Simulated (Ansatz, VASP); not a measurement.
# BeS in VASP and in Ansatz

```
Be S
1.0
     3.38439    0.00000    0.00000
    -1.69220    2.93097    0.00000
     0.00000    0.00000    5.38923
Be S
2 2
Direct
  0.00000 0.00000 0.00000
  0.00000 0.00000 0.50000
  0.33333 0.66667 0.25000
  0.66667 0.33333 0.75000
```

Change from the starting cell: hydrostatic strain +2.5%.

Alike in both runs: task single point; functional HSE06; k mesh 6 × 6 × 4; no spin polarisation.

|  | VASP | Ansatz |
| --- | --- | --- |
| version | VASP 6.6.1 | Ansatz 0.2.0 |
| potentials or method | VASP PAW PBE potentials, release 64 (Be, S) | plane waves, PAW |
| plane-wave cutoff (eV) | 520 | 420 |
| occupations | gaussian, width 0.01 eV | fixed |
| valence electrons in the cell | 16 | 16 |

```csv
,VASP,Ansatz,Ansatz less VASP
gap on the k mesh at the Fermi level (eV),2.29,2.30,+0.008
pressure (GPa),-9.1,-9.0,+0.18
```

Ansatz's warnings: stress exchange threshold loose, stress scf threshold loose.
